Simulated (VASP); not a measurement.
Write the native input for VASP 6.6.1 that does the following.

```
Task                   : single point
Functional             : PBEsol
Potentials or basis    : VASP PAW PBE potentials, release 64 (O)
Cutoff                 : 600 eV
k mesh                 : 5 × 5 × 5
Occupations            : fermi-dirac, width 0.1 eV
Spin                   : no spin polarisation
Dipole correction      : no
Further INCAR settings : ALGO = Normal; EDIFF = 1e-06; NBANDS = 13
```

The structure of O lies in POSCAR:

```
O
1.0
    1.4233500000      0.8217720000      3.4083000000
   -1.4233500000      0.8217720000      3.4083000000
    0.0000000000     -1.6435430000      3.4083000000
O
2
Direct
    0.0577000000      0.0577000000      0.0577000000
    0.9423000000      0.9573000000      0.9423000000
```

These files were run (other wordings do the same):

INCAR

```
PREC = Accurate
ENCUT = 600
EDIFF = 1E-6
ISMEAR = -1
SIGMA = 0.1
LREAL = False
LASPH = True
NELM = 120
ALGO = Normal
ISIF = 2
LWAVE = False
LCHARG = False
GGA = PS
NBANDS = 13
GGA_COMPAT = False
```

KPOINTS

```
Automatic mesh
0
Gamma
  5 5 5
```

Potentials or basis: VASP PAW PBE potentials, release 64 (O).

The run is started by

```console
$ cat potpaw_PBE.64/O/POTCAR > POTCAR
$ mpirun -np 1 vasp_std > vasp.out
```

Results of the run:

The pressure is 21.6 GPa. The largest force is 10.311 eV/Å and the band gap on the k mesh is zero (band 6 reaches 1.61 eV, above the bottom of band 7 at 0.53 eV).

Caveat: the k points lie up to 0.52 Å⁻¹ apart; the standard files for N, O and F lose accuracy on very short bonds; spin is off for a triplet molecule; the PAW data sets were made with another functional, which shifts forces and pressure a little.

Run time: 8 s on 1 thread of Intel(R) Xeon(R) 6975P-C (Granite Rapids), on a shared host, peak memory 0.15 GiB.
